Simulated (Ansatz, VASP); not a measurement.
# CdS in VASP and in Ansatz

INCAR

```
PREC = Accurate ; ENCUT = 520
EDIFF = 1E-6 ; ISMEAR = -1
SIGMA = 0.15 ; LREAL = F
LASPH = T ; NELM = 100
ALGO = Normal ; ISIF = 2
LWAVE = F ; LCHARG = F
GGA = RP ; NBANDS = 16
```

File KPOINTS:

```
Automatic mesh
0
Gamma
  8 8 8
```

The input POSCAR:

```
CdS
1.0
    0.0000000000      2.9932101695      2.9932101695
    2.9932101695      0.0000000000      2.9932101695
    2.9932101695      2.9932101695      0.0000000000
Cd S
1 1
Direct
    0.0000000000      0.0000000000      0.0000000000
    0.7500000000      0.7500000000      0.7500000000
```

The input input.yaml:

```yaml
crystal:
  lattice:
    - [0.0, 2.9932101695, 2.9932101695]
    - [2.9932101695, 0.0, 2.9932101695]
    - [2.9932101695, 2.9932101695, 0.0]
  atoms:
    - { symbol: Cd, position: [0.0, 0.0, 0.0] }
    - { symbol: S, position: [0.75, 0.75, 0.75] }
hamiltonian:
  xc: rpbe
  pseudopotentials: { kind: paw }
kpoints:
  mp_grid: { grid: [8, 8, 8] }
scf:
  occupations: { method: fermi_dirac, width: 0.15 }
output:
  forces: true
  stress: true
  eigenvalues: true
```

Alike in both runs: task single point; functional RPBE; k mesh 8 × 8 × 8; occupations fermi-dirac, width 0.15 eV; no spin polarisation.

|  | VASP | Ansatz |
| --- | --- | --- |
| version | VASP 6.6.1 | Ansatz 0.2.0 |
| potentials or method | VASP PAW PBE potentials, release 64 (Cd, S) | Ansatz PAW |
| plane-wave cutoff (eV) | 520 | 420 |
| valence electrons in the cell | 18 | 26 |

|  | VASP | Ansatz | Ansatz less VASP |
| --- | --- | --- | --- |
| gap on the k mesh at the Fermi level (eV) | 1.16 | 1.16 | 0.000 |
| least direct gap on the mesh (eV) | 1.16 | 1.16 | 0.000 |
| pressure (GPa) | 0.8 | 0.5 | -0.24 |

VASP's potentials were made for PBE, not for RPBE. VASP's potentials hold 18 valence electrons a cell and Ansatz's 26, so a difference there can come from the potentials and not from the codes.
